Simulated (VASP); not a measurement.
# SmBiH3 (P4/mmm) in VASP: notebook, part 2 of 2

VASP 6.6.1. The steps go on from the part before.

### Step 4. Relaxation of cell and atoms, PBE

The input, INCAR:

```
SYSTEM = SmBiH3
PREC     = Accurate       ! precision mode
ENCUT    = 500            ! plane-wave cutoff, eV
EDIFF    = 1E-7           ! SCF threshold, eV
ISMEAR   = 0              ! smearing method
SIGMA    = 0.1            ! smearing width, eV
LREAL    = .False.        ! projectors in reciprocal space
LASPH    = .True.         ! aspherical terms in the spheres
NELM     = 200            ! most SCF steps
ALGO     = Normal         ! electronic algorithm
ISIF     = 3              ! what is computed and relaxed
LWAVE    = .False.        ! write WAVECAR
LCHARG   = .False.        ! write CHGCAR
GGA      = PE             ! functional
IBRION   = 2              ! ionic algorithm
NSW      = 90             ! ionic steps
EDIFFG   = -0.04          ! ionic threshold
GGA_COMPAT= .False.      
NELMIN   = 4            
LMAXMIX  = 6              ! l up to which the mixer works
```

The input, KPOINTS:

```
regular mesh
0
Gamma
  4 4 4
  0 0 0
```

The input, POSCAR:

```
SmBiH3
1.0
    4.3070829800      0.0000000000      0.0000000000
    0.0000000000      4.3070829800      0.0000000000
    0.0000000000      0.0000000000      4.2325738100
Sm Bi H
1 1 3
Direct
    0.5000000000      0.5000000000      0.0000000000
    0.0000000000      0.0000000000      0.0000000000
    0.5000000000      0.0000000000      0.5000000000
    0.0000000000      0.5000000000      0.5000000000
    0.5000000000      0.5000000000      0.5000000000
```

Potentials or basis: VASP PAW PBE potentials, release 64 (Sm_3, Bi_d, H), 4f in core.

The run is started by

```
cat potpaw_PBE.64/Sm_3/POTCAR potpaw_PBE.64/Bi_d/POTCAR potpaw_PBE.64/H/POTCAR > POTCAR
mpirun -np 1 vasp_std > vasp.out
```

OUTCAR:

```text
SYSTEM = SmBiH3
   PREC = Accurate
   ENCUT = 500
   EDIFF = 1E-7
   ISMEAR = 0
   LREAL = .False.
   LASPH = .True.
   NELM = 200
   ISIF = 3
   GGA = PE
   IBRION = 2
   NSW = 90
   EDIFFG = -0.04
   NELMIN = 4

 ion  position               nearest neighbor table
   1  0.500  0.500  0.000-   5 2.12   5 2.12   2 3.05   2 3.05   2 3.05   2 3.05
   2  0.000  0.000  0.000-   1 3.05   1 3.05   1 3.05   1 3.05
   3  0.500  0.000  0.500-
   4  0.000  0.500  0.500-
   5  0.500  0.500  0.500-   1 2.12   1 2.12

  LATTYP: Found a simple tetragonal cell.
 ALAT       =     4.3070829800
 C/A-ratio  =     0.9827007814

  Lattice vectors:

 A1 = (   4.3070829800,   0.0000000000,   0.0000000000)
 A2 = (   0.0000000000,   4.3070829800,   0.0000000000)
 A3 = (   0.0000000000,   0.0000000000,   4.2325738100)

Analysis of symmetry for initial positions (statically):
=====================================================================
 Subroutine PRICEL returns:
 Original cell was already a primitive cell.

 Routine SETGRP: Setting up the symmetry group for a
 simple tetragonal supercell.

 Subroutine GETGRP returns: Found 16 space group operations
 (whereof 16 operations were pure point group operations)
 out of a pool of 16 trial point group operations.

The static configuration has the point symmetry D_4h.

Analysis of symmetry for dynamics (positions and initial velocities):
=====================================================================
 Subroutine PRICEL returns:
 Original cell was already a primitive cell.

 Routine SETGRP: Setting up the symmetry group for a
 simple tetragonal supercell.

 Subroutine GETGRP returns: Found 16 space group operations
 (whereof 16 operations were pure point group operations)
 out of a pool of 16 trial point group operations.

The dynamic configuration has the point symmetry D_4h.

 Subroutine INISYM returns: Found 16 space group operations
 (whereof 16 operations are pure point group operations),
[... 118 lines left out ...]
  Thomas-Fermi vector in A             =   2.310978
   LORBIT       =      0    0 simple, 1 ext, 2 COOP (PROOUT), +10 PAW based schemes
   GGA     = PE    functional components
   LHFCALC =     F    Hartree Fock is set to
   AEXX    =    0.0000 exact exchange contribution
   IVDW    =     0    specifies the selected vdW correction
   LEPSILON=     F    determine dielectric tensor
   LRPA    =     F    only Hartree local field effects (RPA)
 conjugate gradient relaxation of ions
 non-spin polarized calculation
 Gauss-broadening in eV      SIGMA  =   0.10
  energy-cutoff  :      500.00
  volume of cell :       78.52
 maximum number of plane-waves:      2008
 NGX is ok and might be reduce to    32
   NGX = 15   NGY = 15   NGZ = 15

--------------------------------------- Ionic step        1  -------------------------------------------

 number of electron      29.0000005 magnetization

 Free energy of the ion-electron system (eV)
  ---------------------------------------------------
  ext. energy  EPLUGINS =         0.00000000
  ---------------------------------------------------
  free energy    TOTEN  =       -16.69694596 eV

  energy without entropy =      -16.67680211  energy(sigma->0) =      -16.68687404

------------------------ aborting loop because EDIFF is reached ----------------------------------------

  FORCE on cell =-STRESS in cart. coord.  units (eV):
  Direction    XX          YY          ZZ          XY          YZ          ZX
  --------------------------------------------------------------------------------------
  -------------------------------------------------------------------------------------
  Total        3.0833100      3.0833100     -3.6385397      0.0000000      0.0000000      0.0000000
  in kB       62.9153701     62.9153701    -74.2449099      0.0000000      0.0000000      0.0000000
  external PRESSURE =      17.1952768 kB  Pullay stress =       0.0000000 kB
[... 26 lines left out ...]
--------------------------------------- Ionic step        2  -------------------------------------------

 number of electron      28.9999998 magnetization

 E-fermi :   3.7804     XC(G=0):  -9.6843

 val. band max:        3.7681623499   @ k =   0.0000   0.0000   0.2500
 cond. band min:       3.8171511928   @ k =   0.2500   0.2500   0.2500
 fundamental gap:      0.0489888428
 Fermi energy:         3.7803933498

 k-point     1 :       0.0000    0.0000    0.0000
  band No.  band energies     occupation
      1     -37.2984      2.00000
      2     -18.9380      2.00000
      3     -18.8540      2.00000
      4     -18.8540      2.00000
      5     -18.8151      2.00000
      6     -18.7549      2.00000
[... 483 lines left out ...]
--------------------------------------- Ionic step        5  -------------------------------------------

 number of electron      29.0000012 magnetization

 Free energy of the ion-electron system (eV)
  ---------------------------------------------------
  ext. energy  EPLUGINS =         0.00000000
  ---------------------------------------------------
  free energy    TOTEN  =       -17.07758148 eV

  energy without entropy =      -17.07290152  energy(sigma->0) =      -17.07524150

 E-fermi :   3.8281     XC(G=0):  -9.6421

 val. band max:        3.6631668454   @ k =   0.5000   0.5000   0.2500
 cond. band min:       3.9289299904   @ k =   0.2500   0.2500   0.2500
 fundamental gap:      0.2657631450
 Fermi energy:         3.8281160399

 k-point     1 :       0.0000    0.0000    0.0000
  band No.  band energies     occupation
      1     -37.3791      2.00000
      2     -18.9390      2.00000
      3     -18.8455      2.00000
      4     -18.8455      2.00000
      5     -18.7918      2.00000
      6     -18.7402      2.00000
[... 399 lines left out ...]
  FREE ENERGIE OF THE ION-ELECTRON SYSTEM (eV)
  ---------------------------------------------------
  free  energy   TOTEN  =       -17.0775814759 eV

  energy  without entropy=      -17.0729015158  energy(sigma->0) =      -17.07524150

 reached required accuracy - stopping structural energy minimisation
```

OSZICAR:

```text
N       E                     dE             d eps       ncg     rms          rms(c)
DAV:   1     0.253272211780E+03    0.25327E+03   -0.14541E+04   648   0.156E+03
DAV:   2    -0.792269201660E+00   -0.25406E+03   -0.25028E+03   664   0.416E+02
DAV:   3    -0.170716978776E+02   -0.16279E+02   -0.15566E+02   878   0.117E+02
[... 51 lines left out ...]
DAV:   4    -0.170775582616E+02   -0.11877E-04   -0.37651E-04   696   0.164E-01    0.227E-02
DAV:   5    -0.170775744598E+02   -0.16198E-04   -0.58033E-05   824   0.852E-02    0.111E-02
DAV:   6    -0.170775806216E+02   -0.61619E-05   -0.93457E-06   788   0.294E-02    0.187E-03
DAV:   7    -0.170775815280E+02   -0.90635E-06   -0.58371E-07   748   0.753E-03    0.964E-04
DAV:   8    -0.170775814759E+02    0.52131E-07   -0.77007E-08   390   0.238E-03
   5 F= -.17077581E+02 E0= -.17075241E+02  d E =-.107446E-02
```

Run time: 70 s. Hardware: 1 thread of Intel Xeon 6975P-C (Granite Rapids), shared host; peak memory 0.2 GiB.

Results:

```yaml
Free_energy: -17.0776 eV
Relaxed_volume: 16.23 Å³/atom
Relaxed_cell: a = 4.542 Å, b = 4.542 Å, c = 3.934 Å, α = 90.00°, β = 90.00°, γ = 90.00°
Space_group_after_relaxing_to_0.1_Å: P4/mmm (No. 123)
Energy_gained_by_relaxing: 76.1 meV/atom
Ionic_steps: 5
Pressure_after_relaxing: 0.0 GPa
Band_gap_on_the_k_mesh: zero (an odd number of electrons rules out a gap without spin polarisation)
```

Step by step:
```tsv
step	energy change (eV)	largest force (eV/Å)	pressure (GPa)	volume (Å³)
1	0.0000	0.0000	1.72	78.52
2	-0.2742	0.0000	0.24	80.34
3	-0.3791	0.0000	-0.49	81.92
4	-0.3796	0.0000	-0.46	81.81
5	-0.3806	0.0000	-0.02	81.15
```

Final structure:
```xyz
5
Lattice="4.5419 0.0000 0.0000 0.0000 4.5419 0.0000 0.0000 0.0000 3.9336" Properties=species:S:1:pos:R:3 pbc="T T T"
Sm    2.2710    2.2710    3.9336
Bi    0.0000    0.0000    0.0000
H     2.2710    0.0000    1.9668
H     0.0000    2.2710    1.9668
H     2.2710    2.2710    1.9668
```

Caveat: the k points lie up to 0.40 Å⁻¹ apart in the final cell, too coarse for converged energies and pressures of a metal; spin-orbit coupling is left out, which moves the levels of the heavy elements; the 4f electrons are frozen in the core, so they carry no moment and show no levels.

### Step 5. The runs side by side

```tsv
task	cell	gap on the mesh (eV)	pressure (GPa)
single point	a = 4.307, b = 4.307, c = 4.233 Å, 5 atoms	none	1.7
single point	a = 4.541, b = 4.541, c = 3.930 Å, 5 atoms	none	0.1
relaxation of cell and atoms	relaxed from a = 4.307, b = 4.307, c = 4.233 Å, 5 atoms	none	0.0
```

Alike in all rows: level PBE; potentials or basis VASP PAW PBE potentials, release 64 (Sm_3, Bi_d, H), 4f in core; no spin polarisation; k mesh 4 × 4 × 4; cutoff (eV) 500; smearing gaussian 0.1 eV.

Caveats: all runs use coarse meshes; spin-orbit coupling is left out, which moves the levels of the heavy elements; the 4f electrons are frozen in the core, so they carry no moment and show no levels.

Absolute energies hang on the potentials; compare differences alone.
